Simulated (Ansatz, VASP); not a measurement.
## PbO: VASP beside Ansatz

File INCAR:

```
SYSTEM = PbO
PREC = Accurate
ENCUT = 520
EDIFF = 1E-7
ISMEAR = -1
SIGMA = 0.05
LREAL = .False.
LASPH = .True.
NELM = 60
ALGO = Normal
ISIF = 2
LWAVE = .False.
LCHARG = .False.
GGA = PS
NBANDS = 50
```

KPOINTS

```
Automatic mesh
0
Gamma
  5 5 6
  0 0 0
```

Contents of POSCAR:

```
PbO
1.0
    5.7560479748      0.0000000000      0.0000000000
    0.0000000000      5.3642135313      0.0000000000
    0.0000000000      0.0000000000      4.6461769136
Pb O
4 4
Direct
    0.7690000000      0.5140000000      0.2500000000
    0.2310000000      0.4860000000      0.7500000000
    0.7690000000      0.9860000000      0.7500000000
    0.2310000000      0.0140000000      0.2500000000
    0.1320000000      0.5820000000      0.2500000000
    0.8680000000      0.4180000000      0.7500000000
    0.1320000000      0.9180000000      0.7500000000
    0.8680000000      0.0820000000      0.2500000000
```

input.yaml

```yaml
crystal:
  lattice:
    - [5.7560479748, 0.0, 0.0]
    - [0.0, 5.3642135313, 0.0]
    - [0.0, 0.0, 4.6461769136]
  atoms:
    - { symbol: Pb, position: [0.769, 0.514, 0.25] }
    - { symbol: Pb, position: [0.231, 0.486, 0.75] }
    - { symbol: Pb, position: [0.769, 0.986, 0.75] }
    - { symbol: Pb, position: [0.231, 0.014, 0.25] }
    - { symbol: O, position: [0.132, 0.582, 0.25] }
    - { symbol: O, position: [0.868, 0.418, 0.75] }
    - { symbol: O, position: [0.132, 0.918, 0.75] }
    - { symbol: O, position: [0.868, 0.082, 0.25] }
hamiltonian:
  xc: pbesol
  pseudopotentials: { kind: paw }
kpoints:
  mp_grid: { grid: [5, 5, 6] }
scf:
  occupations: { method: fermi_dirac, width: 0.05 }
output:
  forces: true
  stress: true
  eigenvalues: true
  write_density: true
  write_potential: true
  elf: true
  volumetric_format: npy
```

Alike in both runs: task single point; functional PBEsol; k mesh 5 × 5 × 6; occupations fermi-dirac, width 0.05 eV; no spin polarisation.

```csv
,VASP,Ansatz
version,VASP 6.6.1,Ansatz 0.2.0
potentials or method,"VASP PAW PBE potentials, release 64 (Pb_d, O)",Ansatz PAW
plane-wave cutoff (eV),520,420
valence electrons in the cell,80,80
```

|  | VASP | Ansatz | Ansatz less VASP |
| --- | --- | --- | --- |
| gap on the k mesh at the Fermi level (eV) | 1.93 | 1.94 | +0.004 |
| least direct gap on the mesh (eV) | 2.14 | 2.14 | +0.002 |
| pressure (GPa) | 4.1 | 4.0 | -0.08 |
| traceless stress, the component that is largest in VASP (GPa) | 6.32 | 6.14 | -0.178 |
| rms of the force components (eV/Å) | 0.680 | 0.662 | -0.0183 |

VASP's potentials were made for PBE, not for PBEsol. Atom by atom the forces differ by 0.025 eV/Å (rms over components). The functional is the same, so the differences come from potentials, cutoffs and numerics.

Spin-orbit coupling is off throughout. Noted on Ansatz's run: odd divisions of the mesh miss points on the zone boundary, where band edges often lie, so the gap on the mesh can be too wide.
